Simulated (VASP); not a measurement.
# HfH5 (P6/mmm) in VASP: further runs

HfH5 is run at these levels: PBE; tasks: single point.

All numbers are computed with VASP 6.6.1; they aren't measurements. Logs are shortened: lines on timing, memory, paths and dates and some standing lists are left out, and cuts for length are marked.

## Step 1: The cell of the first run

Symmetry: P6/mmm, No. 191, hexagonal system. The conventional cell has a = 3.523 Å, b = 3.523 Å, c = 3.164 Å, α = 90.00°, β = 90.00°, γ = 120.00°. Hf (site symmetry 6/mmm) has 18 H at 2.03 to 2.37 Å within 2.7 Å. Within 2.4 Å of H (site symmetry mmm) lie 8 H at 1.76 to 1.88 Å and 4 Hf at 2.37 Å. H (site symmetry -6m2) has 9 H at 1.88 to 2.03 Å and 3 Hf at 2.03 Å within 2.5 Å.

The cell was built from a structure type or drawn by symmetry, and may not be a known phase.

## Step 2: Single point, PBE

Contents of INCAR:

```
PREC = Accurate
ENCUT = 520
EDIFF = 1E-6
ISMEAR = 0
SIGMA = 0.1
LREAL = F
LASPH = T
NELM = 60
ALGO = Normal
ISIF = 2
LWAVE = F
LCHARG = F
GGA = PE
NBANDS = 16
```

Contents of KPOINTS:

```
regular mesh
0
Gamma
  6 6 6
```

Contents of POSCAR:

```
HfH5
1.0
    3.5234005161      0.0000000000      0.0000000000
   -1.7617002581      3.0513543547      0.0000000000
    0.0000000000      0.0000000000      3.1636411151
Hf H
1 5
Direct
    0.0000000000      0.0000000000      0.0000000000
    0.0000000000      0.5000000000      0.5000000000
    0.3333333333      0.6666666667      0.0000000000
    0.6666666667      0.3333333333      0.0000000000
    0.5000000000      0.0000000000      0.5000000000
    0.5000000000      0.5000000000      0.5000000000
```

Potentials or basis: VASP PAW PBE potentials, release 64 (Hf_pv, H).

Launch:

```sh
$ cat potpaw_PBE.64/Hf_pv/POTCAR potpaw_PBE.64/H/POTCAR > POTCAR
$ mpirun -np 1 vasp_std > vasp.out
```

OUTCAR:

```text
PREC = Accurate
   ENCUT = 520
   EDIFF = 1E-6
   ISMEAR = 0
   LREAL = F
   LASPH = T
   NELM = 60
   ISIF = 2
   GGA = PE

 ion  position               nearest neighbor table
   1  0.000  0.000  0.000-   3 2.03   4 2.03   4 2.03   3 2.03   4 2.03   3 2.03   5 2.37   5 2.37
                             5 2.37   5 2.37   6 2.37   6 2.37   6 2.37   6 2.37   2 2.37   2 2.37
   2  0.000  0.500  0.500-   1 2.37   1 2.37   1 2.37   1 2.37
   3  0.333  0.667  0.000-   1 2.03   1 2.03   1 2.03
   4  0.667  0.333  0.000-   1 2.03   1 2.03   1 2.03
   5  0.500  0.000  0.500-   1 2.37   1 2.37   1 2.37   1 2.37
   6  0.500  0.500  0.500-   1 2.37   1 2.37   1 2.37   1 2.37

  LATTYP: Found a hexagonal cell.
 ALAT       =     3.5234005161
 C/A-ratio  =     0.8978942645

  Lattice vectors:

 A1 = (   3.5234005161,   0.0000000000,   0.0000000000)
 A2 = (  -1.7617002581,   3.0513543547,   0.0000000000)
 A3 = (   0.0000000000,   0.0000000000,   3.1636411151)

Analysis of symmetry for initial positions (statically):
=====================================================================
 Subroutine PRICEL returns:
 Original cell was already a primitive cell.

 Routine SETGRP: Setting up the symmetry group for a
 hexagonal supercell.

 Subroutine GETGRP returns: Found 24 space group operations
 (whereof 24 operations were pure point group operations)
 out of a pool of 24 trial point group operations.

The static configuration has the point symmetry D_6h.

Analysis of symmetry for dynamics (positions and initial velocities):
=====================================================================
 Subroutine PRICEL returns:
 Original cell was already a primitive cell.

 Routine SETGRP: Setting up the symmetry group for a
 hexagonal supercell.

 Subroutine GETGRP returns: Found 24 space group operations
 (whereof 24 operations were pure point group operations)
 out of a pool of 24 trial point group operations.

The dynamic configuration has the point symmetry D_6h.

 Subroutine INISYM returns: Found 24 space group operations
 (whereof 24 operations are pure point group operations),
 and found     1 'primitive' translations

----------------------------------------------------------------------------------------

                                     Primitive cell

  volume of cell :      34.0128

  direct lattice vectors                    reciprocal lattice vectors
     3.523400516  0.000000000  0.000000000     0.283816726  0.163861663  0.000000000
    -1.761700258  3.051354355  0.000000000     0.000000000  0.327723327  0.000000000
     0.000000000  0.000000000  3.163641115     0.000000000  0.000000000  0.316091479

  length of vectors
     3.523400516  3.523400516  3.163641115     0.327723327  0.327723327  0.316091479

  position of ions in fractional coordinates (direct lattice)
     0.000000000  0.000000000  0.000000000
     1.000000000  0.500000000  0.500000000
     0.333333333  0.666666667  0.000000000
     0.666666667  0.333333333  0.000000000
     0.500000000  0.000000000  0.500000000
     0.500000000  0.500000000  0.500000000

  ion indices of the primitive-cell ions
   primitive index   ion index
                 1           1
                 2           2
                 3           3
                 4           4
                 5           5
                 6           6

----------------------------------------------------------------------------------------

 KPOINTS: regular mesh

Automatic generation of k-mesh.
 Grid dimensions read from file:
 generate k-points for:    6    6    6

 Generating k-lattice:

  Cartesian coordinates                     Fractional coordinates (reciprocal lattice)
     0.047302788  0.027310277  0.000000000     0.166666667  0.000000000  0.000000000
     0.000000000  0.054620554  0.000000000     0.000000000  0.166666667  0.000000000
     0.000000000  0.000000000  0.052681913     0.000000000  0.000000000  0.166666667

  Length of vectors
     0.054620554  0.054620554  0.052681913

  Shift w.r.t. Gamma in fractional coordinates (k-lattice)
     0.000000000  0.000000000  0.000000000

 Subroutine IBZKPT returns following result:
 ===========================================

 Found     28 irreducible k-points:

 Following reciprocal coordinates:
            Coordinates               Weight
  0.000000  0.000000  0.000000      1.000000
  0.166667  0.000000  0.000000      6.000000
  0.333333  0.000000  0.000000      6.000000
  0.500000  0.000000  0.000000      3.000000
  0.166667  0.166667  0.000000      6.000000
  0.333333  0.166667  0.000000     12.000000
[... 16 lines left out ...]
  0.166667  0.000000  0.500000      6.000000
  0.333333  0.000000  0.500000      6.000000
 [... further k-points ...]
   k-points           NKPTS =     28   k-points in BZ     NKDIM =     28   number of bands    NBANDS=     16
   number of dos      NEDOS =    301   number of ions     NIONS =      6
   total plane-waves  NPLWV =  18816
   dimension x,y,z NGX =    28 NGY =   28 NGZ =   24
   dimension x,y,z NGXF=    56 NGYF=   56 NGZF=   48
   ions per type =               1   5
   NGX,Y,Z   is equivalent  to a cutoff of  13.21, 13.21, 12.61 a.u.
   NGXF,Y,Z  is equivalent  to a cutoff of  26.42, 26.42, 25.22 a.u.
 SYSTEM =  unknown system
   PREC   = accura    normal or accurate (medium, high low for compatibility)
   ISTART =      0    job   : 0-new  1-cont  2-samecut
   ICHARG =      2    charge: 1-file 2-atom 10-const
   ISPIN  =      1    spin polarized calculation?
   LNONCOLLINEAR =      F non collinear calculations
   LSORBIT =      F    spin-orbit coupling
   LASPH  =      T    aspherical Exc in radial PAW
   ENCUT  =  520.0 eV  38.22 Ry    6.18 a.u.   6.55  6.55  5.88*2*pi/ulx,y,z
   NELM   =     60;   NELMIN=  2; NELMDL= -5     # of ELM steps
   EDIFF  = 0.1E-05   stopping-criterion for ELM
   LREAL  =      F    real-space projection
[... 7 lines left out ...]
   TEBEG  =    0.0;   TEEND  =   0.0 temperature during run
   PSTRESS=    0.0 pullay stress
   NELECT =      15.0000    total number of electrons
   NUPDOWN=      -1.0000    fix difference up-down
   EMIN   =  10.00;   EMAX   =-10.00  energy-range for DOS
   EFERMI =   0.00;   METHOD = LEGACY
   ISMEAR =     0;   SIGMA  =   0.10  broadening in eV -4-tet -1-fermi 0-gaus
   EFERMI_NEDOS =   21; number of points for ismear=-14 and -15
   IALGO  =     38    algorithm
   IMIX   =      4    mixing-type and parameters
     AMIX     =   0.40;   BMIX     =  1.00
     AMIX_MAG =   1.60;   BMIX_MAG =  1.00
  volume/ion in A,a.u.               =       5.67        38.25
  Fermi-wavevector in a.u.,A,eV,Ry     =   1.246115  2.354815 21.127146  1.552801
  Thomas-Fermi vector in A             =   2.380306
   LORBIT       =      0    0 simple, 1 ext, 2 COOP (PROOUT), +10 PAW based schemes
   GGA     = PE    functional components
   LHFCALC =     F    Hartree Fock is set to
   AEXX    =    0.0000 exact exchange contribution
   IVDW    =     0    specifies the selected vdW correction
   LEPSILON=     F    determine dielectric tensor
   LRPA    =     F    only Hartree local field effects (RPA)
 non-spin polarized calculation
 Gauss-broadening in eV      SIGMA  =   0.10
  energy-cutoff  :      520.00
  volume of cell :       34.01
 maximum number of plane-waves:       936
 NGX is ok and might be reduce to    28
   NGX = 13   NGY = 13   NGZ = 11

 number of electron      14.9999997 magnetization

 Free energy of the ion-electron system (eV)
  ---------------------------------------------------
  ext. energy  EPLUGINS =         0.00000000
  ---------------------------------------------------
  free energy    TOTEN  =       -25.26256256 eV

  energy without entropy =      -25.25214633  energy(sigma->0) =      -25.25735444

 E-fermi :   3.7580     XC(G=0): -11.5352

 val. band max:        3.7375610702   @ k =   0.3333   0.0000   0.0000
 cond. band min:       3.7816398628   @ k =   0.3333   0.1667   0.0000
 fundamental gap:      0.0440787926
 Fermi energy:         3.7579523199

 k-point     1 :       0.0000    0.0000    0.0000
  band No.  band energies     occupation
      1     -26.4134      2.00000
      2     -26.4134      2.00000
      3     -26.2395      2.00000
      4      -8.0922      2.00000
      5       0.2283      2.00000
      6       2.3116      2.00000
[... 8 lines left out ...]
     15      13.8655      0.00000
     16      13.8655      0.00000

 k-point     2 :       0.1667    0.0000    0.0000
  band No.  band energies     occupation
      1     -26.4930      2.00000
      2     -26.4296      2.00000
      3     -26.2331      2.00000
      4      -7.5223      2.00000
      5      -0.1043      2.00000
      6       0.6397      2.00000
[... 8 lines left out ...]
     15      14.4335      0.00000
     16      15.6159      0.00000

 k-point     3 :       0.3333    0.0000    0.0000
  band No.  band energies     occupation
      1     -26.6476      2.00000
      2     -26.4619      2.00000
      3     -26.2203      2.00000
      4      -6.0243      2.00000
      5      -2.2908      2.00000
      6       1.4651      2.00000
[... 8 lines left out ...]
     15      15.0739      0.00000
     16      17.0330      0.00000

 k-point     4 :       0.5000    0.0000    0.0000
  band No.  band energies     occupation
      1     -26.7227      2.00000
      2     -26.4779      2.00000
      3     -26.2139      2.00000
      4      -4.1765      2.00000
      5      -4.1113      2.00000
      6       1.5749      2.00000
[... 8 lines left out ...]
     15      15.6947      0.00000
     16      17.0342      0.00000

 k-point     5 :       0.1667    0.1667    0.0000
  band No.  band energies     occupation
      1     -26.5943      2.00000
      2     -26.4696      2.00000
      3     -26.2235      2.00000
      4      -6.4828      2.00000
      5      -1.6657      2.00000
      6       1.2738      2.00000
[... 8 lines left out ...]
     15      14.8837      0.00000
     16      15.9703      0.00000

 k-point     6 :       0.3333    0.1667    0.0000
  band No.  band energies     occupation
      1     -26.6822      2.00000
      2     -26.5202      2.00000
      3     -26.2139      2.00000
      4      -4.7963      2.00000
      5      -3.1514      2.00000
      6       1.2006      2.00000
[... 8 lines left out ...]
     15      16.8369      0.00000
     16      17.0347      0.00000
[... 267 lines left out ...]
 k-point    21 :       0.3333    0.3333    0.3333
  band No.  band energies     occupation
      1     -26.5790      2.00000
      2     -26.5790      2.00000
      3     -26.5333      2.00000
      4      -2.7359      2.00000
      5      -2.7359      2.00000
      6       0.5720      2.00000
[... 8 lines left out ...]
     15      16.5842      0.00000
     16      17.0339      0.00000

 k-point    22 :       0.0000    0.0000    0.5000
  band No.  band energies     occupation
      1     -26.6973      2.00000
      2     -26.3708      2.00000
      3     -26.3708      2.00000
      4      -4.6845      2.00000
      5      -3.9743      2.00000
      6       4.4244      0.00000
[... 8 lines left out ...]
     15      16.2694      0.00000
     16      17.0242      0.00000

 k-point    23 :       0.1667    0.0000    0.5000
  band No.  band energies     occupation
      1     -26.6840      2.00000
      2     -26.4431      2.00000
      3     -26.3856      2.00000
      4      -4.0478      2.00000
      5      -3.8524      2.00000
      6       1.7786      2.00000
[... 8 lines left out ...]
     15      16.0231      0.00000
     16      16.8403      0.00000

 k-point    24 :       0.3333    0.0000    0.5000
  band No.  band energies     occupation
      1     -26.6572      2.00000
      2     -26.5841      2.00000
      3     -26.4151      2.00000
      4      -3.5001      2.00000
      5      -2.5264      2.00000
      6       0.0826      2.00000
[... 8 lines left out ...]
     15      13.7156      0.00000
     16      15.4030      0.00000

 [... further k-points ...]

------------------------ aborting loop because EDIFF is reached ----------------------------------------

  FORCE on cell =-STRESS in cart. coord.  units (eV):
  Direction    XX          YY          ZZ          XY          YZ          ZX
  --------------------------------------------------------------------------------------
  -------------------------------------------------------------------------------------
  Total       -0.2407416     -0.2407416     -0.2013015      0.0000000     -0.0000000      0.0000000
  in kB      -11.3401788    -11.3401788     -9.4823446      0.0000000     -0.0000000      0.0000000
  external PRESSURE =     -10.7209007 kB  Pullay stress =       0.0000000 kB

 VOLUME and BASIS-vectors are now :
 -----------------------------------------------------------------------------
  energy-cutoff  :      520.00
  volume of cell :       34.01
      direct lattice vectors                 reciprocal lattice vectors
     3.523400516  0.000000000  0.000000000     0.283816726  0.163861663  0.000000000
    -1.761700258  3.051354355  0.000000000     0.000000000  0.327723327  0.000000000
     0.000000000  0.000000000  3.163641115     0.000000000  0.000000000  0.316091479

 POSITION                                       TOTAL-FORCE (eV/Angst)
 -----------------------------------------------------------------------------------
      0.00000      0.00000      0.00000         0.000000     -0.000000      0.000000
     -0.88085      1.52568      1.58182         0.000000     -0.000000      0.000000
     -0.00000      2.03424      0.00000        -0.000000     -0.000000     -0.000000
      1.76170      1.01712      0.00000         0.000000      0.000000      0.000000
      1.76170      0.00000      1.58182         0.000000     -0.000000      0.000000
      0.88085      1.52568      1.58182         0.000000     -0.000000      0.000000
 -----------------------------------------------------------------------------------
    total drift:                               -0.000000      0.000000     -0.000000

  FREE ENERGIE OF THE ION-ELECTRON SYSTEM (eV)
  ---------------------------------------------------
  free  energy   TOTEN  =       -25.2625625620 eV

  energy  without entropy=      -25.2521463258  energy(sigma->0) =      -25.25735444
```

Wall time 18 s (1 thread of Intel Xeon Platinum 8259CL at 2.50GHz (Skylake/Cascade Lake), shared host); peak memory 0.15 GiB.

What came out:

| Quantity | Value |
| --- | --- |
| Free energy | -25.2626 eV |
| Pressure | -1.1 GPa |
| Band gap on the k mesh | zero (an odd number of electrons rules out a gap without spin polarisation) |

Stress tensor (GPa, compression positive):
```
-1.13  0.00  0.00
 0.00 -1.13  0.00
 0.00  0.00 -0.95
```

Caveat: spin-orbit coupling is left out, which moves the levels of the heavy elements.

## Step 3: Single point, PBE

This run uses another cell than the first one, of 10.06 Å³/atom.

Contents of INCAR:

```
SYSTEM = HfH5
PREC     = Accurate       ! precision mode
ENCUT    = 520            ! plane-wave cutoff, eV
EDIFF    = 1E-7           ! SCF threshold, eV
ISMEAR   = 0              ! smearing method
SIGMA    = 0.1            ! smearing width, eV
LREAL    = .False.        ! projectors in reciprocal space
LASPH    = .True.         ! aspherical terms in the spheres
NELM     = 100            ! most SCF steps
ALGO     = Normal         ! electronic algorithm
ISIF     = 2              ! what is computed and relaxed
LWAVE    = .False.        ! write WAVECAR
LCHARG   = .False.        ! write CHGCAR
GGA      = PE             ! functional
NBANDS   = 16             ! bands
```

Contents of KPOINTS:

```
regular mesh
0
Gamma
  6 6 6
  0 0 0
```

Contents of POSCAR:

```
HfH5
1.0
    4.4361424600      0.0000000000      0.0000000000
   -2.2180712300      3.8418120700      0.0000000000
    0.0000000000      0.0000000000      3.5415104700
Hf H
1 5
Direct
    0.0000000000      0.0000000000      0.0000000000
    0.0000000000      0.5000000000      0.5000000000
    0.3333333300      0.6666666700      0.0000000000
    0.6666666700      0.3333333300      0.0000000000
    0.5000000000      0.0000000000      0.5000000000
    0.5000000000      0.5000000000      0.5000000000
```

Potentials or basis: VASP PAW PBE potentials, release 64 (Hf_pv, H).

Launch:

```sh
$ cat potpaw_PBE.64/Hf_pv/POTCAR potpaw_PBE.64/H/POTCAR > POTCAR
$ mpirun -np 1 vasp_std > vasp.out
```

Run time: 32 s. Hardware: 1 thread of Intel Xeon Platinum 8259CL at 2.50GHz (Skylake/Cascade Lake), shared host; peak memory 0.19 GiB.

Results (log left out):

```yaml
Free_energy: -21.3188 eV
Pressure: -28.7 GPa
Band_gap_on_the_k_mesh: zero (an odd number of electrons rules out a gap without spin polarisation)
```

Stress tensor (GPa, compression positive):
```
-31.41   0.00   0.00
  0.00 -31.41   0.00
  0.00   0.00 -23.25
```

Levels at points of the mesh, in eV from the Fermi level:
| k point | band 5 | band 6 | band 7 | band 8 | band 9 | band 10 | band 11 | band 12 |
| --- | --- | --- | --- | --- | --- | --- | --- | --- |
| (0.00, 0.00, 0.00) | -1.53 | -1.21 | -1.21 | -0.46 | 2.60 | 2.60 | 2.91 | 3.99 |
| (0.50, 0.00, 0.00) | -5.36 | -1.59 | -0.41 | 1.57 | 1.84 | 1.85 | 1.97 | 2.47 |
| (0.00, 0.00, 0.50) | -4.91 | 0.16 | 0.73 | 0.73 | 0.87 | 0.87 | 1.05 | 1.05 |
| (0.50, 0.00, 0.50) | -3.13 | -3.08 | -2.19 | -0.98 | 1.91 | 2.12 | 3.69 | 3.71 |

Caveat: the cell stands under tension; spin-orbit coupling is left out, which moves the levels of the heavy elements.
